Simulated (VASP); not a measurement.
# C (P6/mmm) in VASP: single point with BLYP

Aim: the single point of C with BLYP.

All numbers are computed with VASP 6.6.1; they aren't measurements. Logs are shortened: lines on timing, memory, paths and dates and some standing lists are left out, and cuts for length are marked.

### 1 The cell of the first run

It takes space group P6/mmm (No. 191, hexagonal). The conventional cell has a = 2.205 Å, b = 2.205 Å, c = 7.654 Å, α = 90.00°, β = 90.00°, γ = 120.00°. Within 1.7 Å of C (site symmetry -6m2) lie 3 C at 1.27 Å.

### 2 Single point, BLYP

INCAR

```
PREC = Accurate
ENCUT = 700
EDIFF = 1E-6
ISMEAR = 1
SIGMA = 0.0025
LREAL = F
LASPH = T
NELM = 120
ALGO = Normal
ISIF = 2
LWAVE = F
LCHARG = F
GGA = B5
ALDAX = 1.0
AGGAX = 1.0
AGGAC = 1.0
ALDAC = 0.0
NBANDS = 11
ISYM = -1
GGA_COMPAT = F
```

KPOINTS

```
explicit points
24
Reciprocal
  0.45500000   0.03666667   0.33500000 1
  0.45500000   0.03666667   0.83500000 1
  0.45500000   0.20333333   0.33500000 1
  0.45500000   0.20333333   0.83500000 1
  0.45500000   0.37000000   0.33500000 1
  0.45500000   0.37000000   0.83500000 1
  0.45500000   0.53666667   0.33500000 1
  0.45500000   0.53666667   0.83500000 1
  0.45500000   0.70333333   0.33500000 1
  0.45500000   0.70333333   0.83500000 1
  0.45500000   0.87000000   0.33500000 1
  0.45500000   0.87000000   0.83500000 1
  0.95500000   0.03666667   0.33500000 1
  0.95500000   0.03666667   0.83500000 1
  0.95500000   0.20333333   0.33500000 1
  0.95500000   0.20333333   0.83500000 1
  0.95500000   0.37000000   0.33500000 1
  0.95500000   0.37000000   0.83500000 1
  0.95500000   0.53666667   0.33500000 1
  0.95500000   0.53666667   0.83500000 1
  0.95500000   0.70333333   0.33500000 1
  0.95500000   0.70333333   0.83500000 1
  0.95500000   0.87000000   0.33500000 1
  0.95500000   0.87000000   0.83500000 1
```

POSCAR

```
C
1.0
    2.2054876994      0.0000000000      0.0000000000
   -1.1027438497      1.9100083754      0.0000000000
    0.0000000000      0.0000000000      7.6538440829
C
2
Direct
    0.3333333333      0.6666666667      0.0000000000
    0.6666666667      0.3333333333      0.0000000000
```

Potentials or basis: VASP PAW PBE potentials, release 64 (C).

Launch:

```bash
$ cat potpaw_PBE.64/C/POTCAR > POTCAR
$ mpirun -np 1 vasp_std > vasp.out
```

OUTCAR:

```text
PREC = Accurate
   ENCUT = 700
   EDIFF = 1E-6
   ISMEAR = 1
   LREAL = F
   LASPH = T
   NELM = 120
   ISIF = 2
   GGA = B5
   ISYM = -1

 ion  position               nearest neighbor table
   1  0.333  0.667  0.000-   2 1.27   2 1.27   2 1.27
   2  0.667  0.333  0.000-   1 1.27   1 1.27   1 1.27

IMPORTANT INFORMATION: All symmetrisations will be switched off!
NOSYMM: (Re-)initialisation of all symmetry stuff for point group C_1.

----------------------------------------------------------------------------------------

                                     Primitive cell

  volume of cell :      32.2418

  direct lattice vectors                    reciprocal lattice vectors
     2.205487699  0.000000000  0.000000000     0.453414454  0.261778957  0.000000000
    -1.102743850  1.910008375  0.000000000     0.000000000  0.523557914  0.000000000
     0.000000000  0.000000000  7.653844083     0.000000000  0.000000000  0.130653302

  length of vectors
     2.205487699  2.205487699  7.653844083     0.523557914  0.523557914  0.130653302

  position of ions in fractional coordinates (direct lattice)
     0.333333333  0.666666667  0.000000000
     0.666666667  0.333333333  0.000000000

  ion indices of the primitive-cell ions
   primitive index   ion index
                 1           1
                 2           2

----------------------------------------------------------------------------------------

 KPOINTS: explicit points

Read explicit list of k-points.

 Found     24 k-points:

 Following reciprocal coordinates:
            Coordinates               Weight
  0.455000  0.036667  0.335000      0.041667
  0.455000  0.036667  0.835000      0.041667
  0.455000  0.203333  0.335000      0.041667
  0.455000  0.203333  0.835000      0.041667
  0.455000  0.370000  0.335000      0.041667
  0.455000  0.370000  0.835000      0.041667
[... 16 lines left out ...]
  0.955000  0.870000  0.335000      0.041667
  0.955000  0.870000  0.835000      0.041667
   k-points           NKPTS =     24   k-points in BZ     NKDIM =     24   number of bands    NBANDS=     11
   number of dos      NEDOS =    301   number of ions     NIONS =      2
   total plane-waves  NPLWV =  28000
   dimension x,y,z NGX =    20 NGY =   20 NGZ =   70
   dimension x,y,z NGXF=    40 NGYF=   40 NGZF=  140
   ions per type =               2
   NGX,Y,Z   is equivalent  to a cutoff of  15.08, 15.08, 15.20 a.u.
   NGXF,Y,Z  is equivalent  to a cutoff of  30.15, 30.15, 30.41 a.u.
 SYSTEM =  unknown system
   PREC   = accura    normal or accurate (medium, high low for compatibility)
   ISTART =      0    job   : 0-new  1-cont  2-samecut
   ICHARG =      2    charge: 1-file 2-atom 10-const
   ISPIN  =      1    spin polarized calculation?
   LNONCOLLINEAR =      F non collinear calculations
   LSORBIT =      F    spin-orbit coupling
   LASPH  =      T    aspherical Exc in radial PAW
   ENCUT  =  700.0 eV  51.45 Ry    7.17 a.u.   4.76  4.76 16.51*2*pi/ulx,y,z
   NELM   =    120;   NELMIN=  2; NELMDL= -5     # of ELM steps
   EDIFF  = 0.1E-05   stopping-criterion for ELM
   LREAL  =      F    real-space projection
   EDIFFG = 0.1E-04   stopping-criterion for IOM
   NSW    =      0    number of steps for IOM
   IBRION =     -1    ionic relax: 0-MD 1-quasi-New 2-CG
   NFREE  =      0    steps in history (QN), initial steepest desc. (CG)
   ISIF   =      2    stress and relaxation
   ISYM   =     -1    0-nonsym 1-usesym 2-fastsym
   POTIM  = 0.5000    time-step for ionic-motion
   TEBEG  =    0.0;   TEEND  =   0.0 temperature during run
   PSTRESS=    0.0 pullay stress
   NELECT =       8.0000    total number of electrons
   NUPDOWN=      -1.0000    fix difference up-down
   EMIN   =  10.00;   EMAX   =-10.00  energy-range for DOS
   EFERMI =   0.00;   METHOD = LEGACY
   ISMEAR =     1;   SIGMA  =   0.00  broadening in eV -4-tet -1-fermi 0-gaus
   EFERMI_NEDOS =   21; number of points for ismear=-14 and -15
   IALGO  =     38    algorithm
   IMIX   =      4    mixing-type and parameters
     AMIX     =   0.40;   BMIX     =  1.00
     AMIX_MAG =   1.60;   BMIX_MAG =  1.00
  volume/ion in A,a.u.               =      16.12       108.79
  Fermi-wavevector in a.u.,A,eV,Ry     =   1.028723  1.944004 14.398643  1.058270
  Thomas-Fermi vector in A             =   2.162734
   LORBIT       =      0    0 simple, 1 ext, 2 COOP (PROOUT), +10 PAW based schemes
   GGA     = B5    functional components
   LHFCALC =     F    Hartree Fock is set to
   AEXX    =    0.0000 exact exchange contribution
   IVDW    =     0    specifies the selected vdW correction
   LEPSILON=     F    determine dielectric tensor
   LRPA    =     F    only Hartree local field effects (RPA)
 non-spin polarized calculation
 Methfessel and Paxton  Order N= 1 SIGMA  =   0.00
  energy-cutoff  :      700.00
  volume of cell :       32.24
 maximum number of plane-waves:      1366
 NGX is ok and might be reduce to    20
   NGX =  9   NGY =  9   NGZ = 33

 number of electron       8.0000000 magnetization

 Free energy of the ion-electron system (eV)
  ---------------------------------------------------
  ext. energy  EPLUGINS =         0.00000000
  ---------------------------------------------------
  free energy    TOTEN  =       -14.63063202 eV

  energy without entropy =      -14.63063202  energy(sigma->0) =      -14.63063202

 E-fermi :  -0.8153     XC(G=0):  -5.5521

 val. band max:       -0.9011024493   @ k =   0.4550   0.2033   0.8350
 cond. band min:       3.2476413899   @ k =   0.9550   0.0367   0.8350
 fundamental gap:      4.1487438392
 Fermi energy:        -0.8152682863

 k-point     1 :       0.4550    0.0367    0.3350
  band No.  band energies     occupation
      1     -14.3933      2.00000
      2     -12.9829      2.00000
      3      -5.7919      2.00000
      4      -1.4743      2.00000
      5       3.6770      0.00000
      6      12.4419      0.00000
      7      13.0996      0.00000
      8      13.6989      0.00000
      9      14.5746      0.00000
     10      15.7028      0.00000
     11      18.2363      0.00000

 k-point     2 :       0.4550    0.0367    0.8350
  band No.  band energies     occupation
      1     -14.3932      2.00000
      2     -12.9829      2.00000
      3      -5.7918      2.00000
      4      -1.4741      2.00000
      5       3.6780      0.00000
      6      12.1421      0.00000
      7      13.0980      0.00000
      8      14.2688      0.00000
      9      14.4310      0.00000
     10      16.3711      0.00000
     11      17.4287      0.00000

 k-point     3 :       0.4550    0.2033    0.3350
  band No.  band energies     occupation
      1     -14.3441      2.00000
      2     -11.4922      2.00000
      3      -8.4671      2.00000
      4      -0.9013      2.00000
      5       4.0452      0.00000
      6      12.4977      0.00000
      7      13.3031      0.00000
      8      15.3706      0.00000
      9      16.6018      0.00000
     10      16.8673      0.00000
     11      18.4301      0.00000

 k-point     4 :       0.4550    0.2033    0.8350
  band No.  band energies     occupation
      1     -14.3441      2.00000
      2     -11.4922      2.00000
      3      -8.4671      2.00000
      4      -0.9011      2.00000
      5       4.0455      0.00000
      6      12.2341      0.00000
      7      13.6096      0.00000
      8      15.8984      0.00000
      9      16.4450      0.00000
     10      16.7530      0.00000
     11      17.8854      0.00000

 k-point     5 :       0.4550    0.3700    0.3350
  band No.  band energies     occupation
      1     -14.2177      2.00000
      2     -12.0513      2.00000
      3      -7.8796      2.00000
      4      -0.9082      2.00000
      5       3.8431      0.00000
      6      12.7044      0.00000
      7      13.5931      0.00000
      8      15.5541      0.00000
      9      15.9112      0.00000
     10      16.0881      0.00000
     11      17.8511      0.00000
[... 211 lines left out ...]
 k-point    21 :       0.9550    0.7033    0.3350
  band No.  band energies     occupation
      1     -17.6581      2.00000
      2      -8.4209      2.00000
      3      -4.9232      2.00000
      4      -4.7379      2.00000
      5       7.6272      0.00000
      6       8.4368      0.00000
      7       9.0966      0.00000
      8      13.1751      0.00000
      9      14.0962      0.00000
     10      18.0015      0.00000
     11      20.9110      0.00000

 k-point    22 :       0.9550    0.7033    0.8350
  band No.  band energies     occupation
      1     -17.6581      2.00000
      2      -8.4210      2.00000
      3      -4.9233      2.00000
      4      -4.7374      2.00000
      5       7.3167      0.00000
      6       8.5121      0.00000
      7       9.8122      0.00000
      8      12.6144      0.00000
      9      13.5378      0.00000
     10      19.1951      0.00000
     11      20.7991      0.00000

 k-point    23 :       0.9550    0.8700    0.3350
  band No.  band energies     occupation
      1     -19.8427      2.00000
      2      -7.5094      2.00000
      3      -3.4851      2.00000
      4      -2.7107      2.00000
      5       4.5093      0.00000
      6       5.7489      0.00000
      7      10.9374      0.00000
      8      13.0319      0.00000
      9      14.8736      0.00000
     10      15.1963      0.00000
     11      15.5333      0.00000

 k-point    24 :       0.9550    0.8700    0.8350
  band No.  band energies     occupation
      1     -19.8427      2.00000
      2      -7.5088      2.00000
      3      -3.4850      2.00000
      4      -2.7107      2.00000
      5       4.1716      0.00000
      6       6.5665      0.00000
      7       9.7539      0.00000
      8      13.0917      0.00000
      9      14.8808      0.00000
     10      15.5306      0.00000
     11      16.6604      0.00000

------------------------ aborting loop because EDIFF is reached ----------------------------------------

  FORCE on cell =-STRESS in cart. coord.  units (eV):
  Direction    XX          YY          ZZ          XY          YZ          ZX
  --------------------------------------------------------------------------------------
  -------------------------------------------------------------------------------------
  Total       23.0128629     17.9690967     -0.0566332      0.0230712      0.0000941     -0.0000520
  in kB     1143.5672530    892.9297765     -2.8142447      1.1464675      0.0046757     -0.0025850
  external PRESSURE =     677.8942616 kB  Pullay stress =       0.0000000 kB

 VOLUME and BASIS-vectors are now :
 -----------------------------------------------------------------------------
  energy-cutoff  :      700.00
  volume of cell :       32.24
      direct lattice vectors                 reciprocal lattice vectors
     2.205487699  0.000000000  0.000000000     0.453414454  0.261778957  0.000000000
    -1.102743850  1.910008375  0.000000000     0.000000000  0.523557914  0.000000000
     0.000000000  0.000000000  7.653844083     0.000000000  0.000000000  0.130653302

 POSITION                                       TOTAL-FORCE (eV/Angst)
 -----------------------------------------------------------------------------------
     -0.00000      1.27334      0.00000         0.008618      0.643408     -0.000132
      1.10274      0.63667      0.00000        -0.008618     -0.643408      0.000132
 -----------------------------------------------------------------------------------
    total drift:                                0.000001     -0.000001      0.000001

  FREE ENERGIE OF THE ION-ELECTRON SYSTEM (eV)
  ---------------------------------------------------
  free  energy   TOTEN  =       -14.6306320209 eV

  energy  without entropy=      -14.6306320209  energy(sigma->0) =      -14.63063202
```

Run time: 27 s. Hardware: 1 thread of AMD EPYC 9R45 (Zen 5), shared host; peak memory 0.13 GiB.

What came out:

```
Free energy   : -14.6306 eV
Pressure      : 67.8 GPa
Largest force : 0.643 eV/Å
```

Forces in eV/Å, atoms in the order of the input:
```
C    0.009  0.643  0.000
C   -0.009 -0.643  0.000
```

Stress tensor (GPa, compression positive):
```
114.36   0.11   0.00
  0.11  89.29   0.00
  0.00   0.00  -0.28
```

Caveat: the stress differs along the axes, from -0 to 114 GPa; this functional lacks dispersion, which binds layers or chains, so the pressure and a relaxed spacing across them are unreliable; the PAW data sets were made with another functional, which shifts forces and pressure a little.
